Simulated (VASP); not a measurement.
Write the native input for VASP 6.6.1 that does the following.

- Task: single point
- Functional: PBE-based screened hybrid with 25 % exact exchange
- Potentials or basis: VASP PAW PBE potentials, release 64 (Ta_pv)
- Cutoff: 520 eV
- k mesh: 6 × 6 × 3
- Occupations: fermi-dirac, width 0.05 eV
- Spin: no spin polarisation
- Dipole correction: no
- Grid for exact exchange (PRECFOCK): Normal
- Share of exact exchange: 0.25
- Further INCAR settings: ALGO = Normal; EDIFF = 1e-06; NBANDS = 18
- Screening parameter: 0.3 1/Å

Crystal: Ta.

```
Ta
1.0
     2.88678    0.00000    0.00000
    -1.44339    2.50003    0.00000
     0.00000    0.00000    5.12358
Ta
2
Direct
  0.33333 0.66667 0.25000
  0.66667 0.33333 0.75000
```

This isn't the form of Ta at room conditions, which is bcc.

The input as run:

POSCAR

```
Ta
1.0
    2.8867840514      0.0000000000      0.0000000000
   -1.4433920257      2.5000283238      0.0000000000
    0.0000000000      0.0000000000      5.1235805812
Ta
2
Direct
    0.3333333333      0.6666666667      0.2500000000
    0.6666666667      0.3333333333      0.7500000000
```

INCAR.step1

```
  PREC = Accurate
  ENCUT = 520
  EDIFF = 1E-5
  ISMEAR = -1
  SIGMA = 0.05
  LREAL = F
  LASPH = T
  NELM = 60
  ALGO = Normal
  ISIF = 2
  LWAVE = T
  LCHARG = F
  GGA = PE
  NBANDS = 18
```

INCAR.step2

```
  PREC = Accurate
  ENCUT = 520
  EDIFF = 1E-6
  ISMEAR = -1
  SIGMA = 0.05
  LREAL = F
  LASPH = T
  NELM = 60
  ALGO = Normal
  ISIF = 2
  LWAVE = F
  LCHARG = F
  GGA = PE
  LHFCALC = T
  AEXX = 0.25
  HFSCREEN = 0.3
  PRECFOCK = Normal
  ISTART = 1
  NBANDS = 18
```

KPOINTS

```
Automatic mesh
0
Gamma
  6 6 3
```

Potentials or basis: VASP PAW PBE potentials, release 64 (Ta_pv).

The run is started by

```sh
$ cat potpaw_PBE.64/Ta_pv/POTCAR > POTCAR
$ cp INCAR.step1 INCAR
$ mpirun -np 1 vasp_std > vasp.out
$ cp INCAR.step2 INCAR
$ mpirun -np 1 vasp_std > vasp.out
```

Results of the run:

```json
{"Pressure": "-1.1 GPa", "Band gap on the k mesh": "zero (bands 11 and 12 overlap by 1.63 eV)"}
```

Caveat: the k points lie up to 0.42 Å⁻¹ apart, too coarse for converged energies and pressures of a metal; the PAW data sets were made with another functional, which shifts forces and pressure a little; spin-orbit coupling is left out, which moves the levels of the heavy elements.

Wall time 34 min on 1 thread of Intel(R) Xeon(R) Platinum 8259CL CPU @ 2.50GHz (Skylake/Cascade Lake), on a shared host, peak memory 0.26 GiB.
